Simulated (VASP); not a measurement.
Input of a VASP 6.6.1 run:

The input INCAR:

```
PREC = Accurate ; ENCUT = 520
EDIFF = 1E-6 ; ISMEAR = 0
SIGMA = 0.02 ; LREAL = F
LASPH = T ; NELM = 80
ALGO = Normal ; ISIF = 2
LWAVE = F ; LCHARG = F
GGA = PE ; NBANDS = 35
```

File KPOINTS:

```
Automatic mesh
0
Gamma
  6 6 4
```

POSCAR

```
CdF2
1.0
    2.7130779513      2.7130779513      0.0000000000
   -2.7130779513      2.7130779513      0.0000000000
    0.0000000000      0.0000000000      5.7007351017
Cd F
2 4
Direct
    0.0000000000      0.0000000000      0.0000000000
    0.5000000000      0.5000000000      0.5000000000
    0.0000000000      0.5000000000      0.7500000000
    0.5000000000      0.0000000000      0.7500000000
    0.5000000000      0.0000000000      0.2500000000
    0.0000000000      0.5000000000      0.2500000000
```

Potentials or basis: VASP PAW PBE potentials, release 64 (Cd, F).

Launch:

```bash
$ cat potpaw_PBE.64/Cd/POTCAR potpaw_PBE.64/F/POTCAR > POTCAR
$ mpirun -np 1 vasp_std > vasp.out
```

Estimate the pressure.

-1.3 GPa.

What does it give for the band gap on the k mesh?

2.74 eV.

Stress tensor (GPa, compression positive):
```
 0.43  0.00  0.00
 0.00  0.43  0.00
 0.00  0.00 -4.63
```

Caveat: the cell differs from its parent crystal (uniaxial strain along c: +4.0 %, then relaxed in part). A k mesh can miss the band edges.
